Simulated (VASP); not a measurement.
# BP (F-43m) in VASP: a series of runs

BP is run at these levels: PBEsol; tasks: single point, relaxation of the atoms.

All numbers are computed with VASP 6.6.1; they aren't measurements. Logs are shortened: lines on timing, memory, paths and dates and some standing lists are left out, and cuts for length are marked.

### Step 1. The cell of the first run

It takes space group F-43m (No. 216, cubic). Conventional cell: a = 4.475 Å, b = 4.475 Å, c = 4.475 Å, α = 90.00°, β = 90.00°, γ = 90.00°. B (site symmetry -43m) has 4 P at 1.94 Å within 2.6 Å. Within 2.6 Å of P (site symmetry -43m) lie 4 B at 1.94 Å.

### Step 2. Single point, PBEsol (strained cell)

The input, INCAR:

```
SYSTEM = BP
ALGO = Normal
EDIFF = 1E-6
ENCUT = 500
GGA = PS
GGA_COMPAT = .FALSE.
ISIF = 2
ISMEAR = 0
LASPH = .TRUE.
LCHARG = .FALSE.
LREAL = .FALSE.
LWAVE = .FALSE.
NBANDS = 11
NELM = 120
PREC = Accurate
SIGMA = 0.02
```

The input, KPOINTS:

```
k-points
0
G
  10 10 10
  0 0 0
```

The input, POSCAR:

```
BP
1.0
    0.0000000000      2.2375332537      2.2375332537
    2.2375332537      0.0000000000      2.2375332537
    2.2375332537      2.2375332537      0.0000000000
B P
1 1
Direct
    0.0000000000      0.0000000000      0.0000000000
    0.2500000000      0.2500000000      0.2500000000
```

Potentials or basis: VASP PAW PBE potentials, release 64 (B, P).

Launch:

```bash
cat potpaw_PBE.64/B/POTCAR potpaw_PBE.64/P/POTCAR > POTCAR
mpirun -np 1 vasp_std > vasp.out
```

OUTCAR:

```text
SYSTEM = BP
   EDIFF = 1E-6
   ENCUT = 500
   GGA = PS
   ISIF = 2
   ISMEAR = 0
   LASPH = .TRUE.
   LREAL = .FALSE.
   NELM = 120
   PREC = Accurate

 ion  position               nearest neighbor table
   1  0.000  0.000  0.000-   2 1.94   2 1.94   2 1.94   2 1.94
   2  0.250  0.250  0.250-   1 1.94   1 1.94   1 1.94   1 1.94

  LATTYP: Found a face centered cubic cell.
 ALAT       =     4.4750665074

  Lattice vectors:

 A1 = (   0.0000000000,   2.2375332537,   2.2375332537)
 A2 = (   2.2375332537,   0.0000000000,   2.2375332537)
 A3 = (   2.2375332537,   2.2375332537,   0.0000000000)

Analysis of symmetry for initial positions (statically):
=====================================================================
 Subroutine PRICEL returns:
 Original cell was already a primitive cell.

 Routine SETGRP: Setting up the symmetry group for a
 face centered cubic supercell.

 Subroutine GETGRP returns: Found 24 space group operations
 (whereof 24 operations were pure point group operations)
 out of a pool of 48 trial point group operations.

The static configuration has the point symmetry T_d .

Analysis of symmetry for dynamics (positions and initial velocities):
=====================================================================
 Subroutine PRICEL returns:
 Original cell was already a primitive cell.

 Routine SETGRP: Setting up the symmetry group for a
 face centered cubic supercell.

 Subroutine GETGRP returns: Found 24 space group operations
 (whereof 24 operations were pure point group operations)
 out of a pool of 48 trial point group operations.

The dynamic configuration has the point symmetry T_d .

 Subroutine INISYM returns: Found 24 space group operations
 (whereof 24 operations are pure point group operations),
 and found     1 'primitive' translations

----------------------------------------------------------------------------------------

                                     Primitive cell

  volume of cell :      22.4047

  direct lattice vectors                    reciprocal lattice vectors
     0.000000000  2.237533254  2.237533254    -0.223460366  0.223460366  0.223460366
     2.237533254  0.000000000  2.237533254     0.223460366 -0.223460366  0.223460366
     2.237533254  2.237533254  0.000000000     0.223460366  0.223460366 -0.223460366

  length of vectors
     3.164349874  3.164349874  3.164349874     0.387044708  0.387044708  0.387044708

  position of ions in fractional coordinates (direct lattice)
     0.000000000  0.000000000  0.000000000
     0.250000000  0.250000000  0.250000000

  ion indices of the primitive-cell ions
   primitive index   ion index
                 1           1
                 2           2

----------------------------------------------------------------------------------------

 KPOINTS: k-points

Automatic generation of k-mesh.
 Grid dimensions read from file:
 generate k-points for:   10   10   10

 Generating k-lattice:

  Cartesian coordinates                     Fractional coordinates (reciprocal lattice)
    -0.022346037  0.022346037  0.022346037     0.100000000  0.000000000  0.000000000
     0.022346037 -0.022346037  0.022346037     0.000000000  0.100000000  0.000000000
     0.022346037  0.022346037 -0.022346037     0.000000000  0.000000000  0.100000000

  Length of vectors
     0.038704471  0.038704471  0.038704471

  Shift w.r.t. Gamma in fractional coordinates (k-lattice)
     0.000000000  0.000000000  0.000000000

 Subroutine IBZKPT returns following result:
 ===========================================

 Found     47 irreducible k-points:

 Following reciprocal coordinates:
            Coordinates               Weight
  0.000000  0.000000  0.000000      1.000000
  0.100000  0.000000  0.000000      8.000000
  0.200000  0.000000  0.000000      8.000000
  0.300000  0.000000  0.000000      8.000000
  0.400000  0.000000  0.000000      8.000000
  0.500000  0.000000  0.000000      4.000000
[... 16 lines left out ...]
  0.300000  0.300000  0.000000      6.000000
  0.400000  0.300000  0.000000     24.000000
 [... further k-points ...]
   k-points           NKPTS =     47   k-points in BZ     NKDIM =     47   number of bands    NBANDS=     11
   number of dos      NEDOS =    301   number of ions     NIONS =      2
   total plane-waves  NPLWV =  13824
   dimension x,y,z NGX =    24 NGY =   24 NGZ =   24
   dimension x,y,z NGXF=    48 NGYF=   48 NGZF=   48
   ions per type =               1   1
   NGX,Y,Z   is equivalent  to a cutoff of  12.61, 12.61, 12.61 a.u.
   NGXF,Y,Z  is equivalent  to a cutoff of  25.22, 25.22, 25.22 a.u.
 SYSTEM =  BP
   PREC   = accura    normal or accurate (medium, high low for compatibility)
   ISTART =      0    job   : 0-new  1-cont  2-samecut
   ICHARG =      2    charge: 1-file 2-atom 10-const
   ISPIN  =      1    spin polarized calculation?
   LNONCOLLINEAR =      F non collinear calculations
   LSORBIT =      F    spin-orbit coupling
   LASPH  =      T    aspherical Exc in radial PAW
   ENCUT  =  500.0 eV  36.75 Ry    6.06 a.u.   5.77  5.77  5.77*2*pi/ulx,y,z
   NELM   =    120;   NELMIN=  2; NELMDL= -5     # of ELM steps
   EDIFF  = 0.1E-05   stopping-criterion for ELM
   LREAL  =      F    real-space projection
   EDIFFG = 0.1E-04   stopping-criterion for IOM
   NSW    =      0    number of steps for IOM
   IBRION =     -1    ionic relax: 0-MD 1-quasi-New 2-CG
   NFREE  =      0    steps in history (QN), initial steepest desc. (CG)
   ISIF   =      2    stress and relaxation
   ISYM   =      2    0-nonsym 1-usesym 2-fastsym
   POTIM  = 0.5000    time-step for ionic-motion
   TEBEG  =    0.0;   TEEND  =   0.0 temperature during run
   PSTRESS=    0.0 pullay stress
   NELECT =       8.0000    total number of electrons
   NUPDOWN=      -1.0000    fix difference up-down
   EMIN   =  10.00;   EMAX   =-10.00  energy-range for DOS
   EFERMI =   0.00;   METHOD = LEGACY
   ISMEAR =     0;   SIGMA  =   0.02  broadening in eV -4-tet -1-fermi 0-gaus
   EFERMI_NEDOS =   21; number of points for ismear=-14 and -15
   IALGO  =     38    algorithm
   IMIX   =      4    mixing-type and parameters
     AMIX     =   0.40;   BMIX     =  1.00
     AMIX_MAG =   1.60;   BMIX_MAG =  1.00
  volume/ion in A,a.u.               =      11.20        75.60
  Fermi-wavevector in a.u.,A,eV,Ry     =   1.161427  2.194779 18.353078  1.348913
  Thomas-Fermi vector in A             =   2.297999
   LORBIT       =      0    0 simple, 1 ext, 2 COOP (PROOUT), +10 PAW based schemes
   GGA     = PS    functional components
   LHFCALC =     F    Hartree Fock is set to
   AEXX    =    0.0000 exact exchange contribution
   IVDW    =     0    specifies the selected vdW correction
   LEPSILON=     F    determine dielectric tensor
   LRPA    =     F    only Hartree local field effects (RPA)
 non-spin polarized calculation
 Gauss-broadening in eV      SIGMA  =   0.02
  energy-cutoff  :      500.00
  volume of cell :       22.40
 maximum number of plane-waves:       588
   NGX = 11   NGY = 11   NGZ = 11

 number of electron       8.0000001 magnetization

 Free energy of the ion-electron system (eV)
  ---------------------------------------------------
  ext. energy  EPLUGINS =         0.00000000
  ---------------------------------------------------
  free energy    TOTEN  =       -13.66128437 eV

  energy without entropy =      -13.66128437  energy(sigma->0) =      -13.66128437

 E-fermi :   8.0245     XC(G=0): -11.2230

 val. band max:        7.9081173369   @ k =   0.0000   0.0000   0.0000
 cond. band min:       8.9839576845   @ k =   0.4000   0.4000   0.0000
 fundamental gap:      1.0758403476
 Fermi energy:         8.0244923717

 k-point     1 :       0.0000    0.0000    0.0000
  band No.  band energies     occupation
      1      -7.9690      2.00000
      2       7.9081      2.00000
      3       7.9081      2.00000
      4       7.9081      2.00000
      5      11.3301      0.00000
      6      11.3301      0.00000
      7      11.3301      0.00000
      8      15.8926      0.00000
      9      19.4450      0.00000
     10      20.1547      0.00000
     11      20.1547      0.00000

 k-point     2 :       0.1000    0.0000    0.0000
  band No.  band energies     occupation
      1      -7.7820      2.00000
      2       6.5630      2.00000
      3       7.5987      2.00000
      4       7.5987      2.00000
      5      11.7574      0.00000
      6      11.7574      0.00000
      7      11.8073      0.00000
      8      16.3649      0.00000
      9      19.4076      0.00000
     10      19.4076      0.00000
     11      20.0464      0.00000

 k-point     3 :       0.2000    0.0000    0.0000
  band No.  band energies     occupation
      1      -7.2274      2.00000
      2       4.1448      2.00000
      3       7.0181      2.00000
      4       7.0181      2.00000
      5      12.0725      0.00000
      6      12.4937      0.00000
      7      12.4937      0.00000
      8      17.3771      0.00000
      9      18.7701      0.00000
     10      18.7701      0.00000
     11      20.9484      0.00000

 k-point     4 :       0.3000    0.0000    0.0000
  band No.  band energies     occupation
      1      -6.3327      2.00000
      2       1.7009      2.00000
      3       6.5148      2.00000
      4       6.5148      2.00000
      5      12.0236      0.00000
      6      12.7907      0.00000
      7      12.7907      0.00000
      8      18.0396      0.00000
      9      19.3975      0.00000
     10      19.3975      0.00000
     11      21.3189      0.00000
[... 239 lines left out ...]
 k-point    22 :      -0.2000    0.2000    0.0000
  band No.  band energies     occupation
      1      -6.0297      2.00000
      2       2.5398      2.00000
      3       3.5264      2.00000
      4       6.6231      2.00000
      5      12.4211      0.00000
      6      13.2962      0.00000
      7      14.4255      0.00000
      8      16.4520      0.00000
      9      17.3661      0.00000
     10      21.7266      0.00000
     11      24.1788      0.00000

 k-point    23 :       0.3000    0.3000    0.0000
  band No.  band energies     occupation
      1      -5.7705      2.00000
      2       3.0359      2.00000
      3       4.5372      2.00000
      4       4.5372      2.00000
      5       9.3053      0.00000
      6      11.6617      0.00000
      7      17.0135      0.00000
      8      17.0135      0.00000
      9      21.4763      0.00000
     10      22.4875      0.00000
     11      24.8016      0.00000

 k-point    24 :       0.4000    0.3000    0.0000
  band No.  band energies     occupation
      1      -4.9073      2.00000
      2       1.6525      2.00000
      3       3.6614      2.00000
      4       4.2324      2.00000
      5       9.5884      0.00000
      6      11.3921      0.00000
      7      17.6320      0.00000
      8      17.6694      0.00000
      9      22.3353      0.00000
     10      23.4152      0.00000
     11      25.4454      0.00000

 [... further k-points ...]

------------------------ aborting loop because EDIFF is reached ----------------------------------------

  FORCE on cell =-STRESS in cart. coord.  units (eV):
  Direction    XX          YY          ZZ          XY          YZ          ZX
  --------------------------------------------------------------------------------------
  -------------------------------------------------------------------------------------
  Total        0.7697371      0.7697371      0.7697371      0.0000000      0.0000000     -0.0000000
  in kB       55.0445699     55.0445699     55.0445699      0.0000000      0.0000000     -0.0000000
  external PRESSURE =      55.0445699 kB  Pullay stress =       0.0000000 kB

 VOLUME and BASIS-vectors are now :
 -----------------------------------------------------------------------------
  energy-cutoff  :      500.00
  volume of cell :       22.40
      direct lattice vectors                 reciprocal lattice vectors
     0.000000000  2.237533254  2.237533254    -0.223460366  0.223460366  0.223460366
     2.237533254  0.000000000  2.237533254     0.223460366 -0.223460366  0.223460366
     2.237533254  2.237533254  0.000000000     0.223460366  0.223460366 -0.223460366

 POSITION                                       TOTAL-FORCE (eV/Angst)
 -----------------------------------------------------------------------------------
      0.00000      0.00000      0.00000         0.000000      0.000000      0.000000
      1.11877      1.11877      1.11877        -0.000000     -0.000000     -0.000000
 -----------------------------------------------------------------------------------
    total drift:                                0.000000      0.000000      0.000000

  FREE ENERGIE OF THE ION-ELECTRON SYSTEM (eV)
  ---------------------------------------------------
  free  energy   TOTEN  =       -13.6612843669 eV

  energy  without entropy=      -13.6612843669  energy(sigma->0) =      -13.66128437
```

Run time: 8.5 s. Hardware: 1 thread of Intel Xeon Platinum 8488C (Sapphire Rapids), shared host; peak memory 0.13 GiB.

Results:

```yaml
Free_energy: -13.6613 eV
Pressure: 5.5 GPa
Band_gap_on_the_k_mesh: 1.08 eV (least direct gap 3.42 eV)
```

Levels at points of the mesh, in eV from the valence-band top:
| k point | band 1 | band 2 | band 3 | band 4 | band 5 | band 6 | band 7 | band 8 |
| --- | --- | --- | --- | --- | --- | --- | --- | --- |
| (0.00, 0.00, 0.00) | -15.88 | 0.00 | 0.00 | 0.00 | 3.42 | 3.42 | 3.42 | 7.98 |
| (0.50, 0.00, 0.00) | -12.36 | -9.40 | -1.82 | -1.82 | 3.99 | 4.68 | 4.68 | 10.07 |
| (0.50, 0.50, 0.00) | -10.78 | -8.82 | -4.30 | -4.30 | 1.14 | 1.48 | 12.49 | 12.49 |

Caveat: the cell differs from its parent crystal (strained cell); the cell stands under pressure; the PAW data sets were made with another functional, which shifts forces and pressure a little.

### Step 3. Relaxation of the atoms, PBEsol (strained cell)

The input, INCAR:

```
SYSTEM = BP
PREC     = Accurate       ! precision mode
ENCUT    = 450            ! plane-wave cutoff, eV
EDIFF    = 1E-7           ! SCF threshold, eV
ISMEAR   = 0              ! smearing method
SIGMA    = 0.02           ! smearing width, eV
LREAL    = .FALSE.        ! projectors in reciprocal space
LASPH    = .TRUE.         ! aspherical terms in the spheres
NELM     = 120            ! most SCF steps
ALGO     = Normal         ! electronic algorithm
ISIF     = 2              ! what is computed and relaxed
LWAVE    = .FALSE.        ! write WAVECAR
LCHARG   = .FALSE.        ! write CHGCAR
GGA      = PS             ! functional
IBRION   = 2              ! ionic algorithm
NSW      = 60             ! ionic steps
EDIFFG   = -0.002         ! ionic threshold
GGA_COMPAT= .FALSE.      
NELMIN   = 4
```

The input, KPOINTS:

```
regular mesh
0
G
  10 10 10
  0 0 0
```

POSCAR is that of step 2.

Potentials or basis: VASP PAW PBE potentials, release 64 (B, P).

Launch:

```bash
cat potpaw_PBE.64/B/POTCAR potpaw_PBE.64/P/POTCAR > POTCAR
mpirun -np 1 vasp_std > vasp.out
```

It took 6 s on 1 thread of Intel Xeon Platinum 8488C (Sapphire Rapids), shared host; peak memory 0.13 GiB.

It converged, with:

```
Free energy             : -13.6611 eV
Pressure after relaxing : 5.5 GPa
Band gap on the k mesh  : 1.08 eV (least direct gap 3.42 eV)
```

Final structure:
```xyz
2
Lattice="0.0000 2.2375 2.2375 2.2375 0.0000 2.2375 2.2375 2.2375 0.0000" Properties=species:S:1:pos:R:3 pbc="T T T"
B     0.0000    0.0000    0.0000
P     1.1188    1.1188    1.1188
```

Levels at points of the mesh, in eV from the valence-band top:
```tsv
k point	band 2	band 3	band 4	band 5	band 6	band 7
(0.00, 0.00, 0.00)	0.00	0.00	0.00	3.42	3.42	3.42
(0.50, 0.00, 0.00)	-9.40	-1.82	-1.82	3.99	4.68	4.68
(0.50, 0.50, 0.00)	-8.82	-4.30	-4.30	1.14	1.48	12.49
```

Caveat: the cell differs from its parent crystal (strained cell); the relaxation stopped at its first step, so nothing moved; the PAW data sets were made with another functional, which shifts forces and pressure a little. A k mesh can miss the band edges.
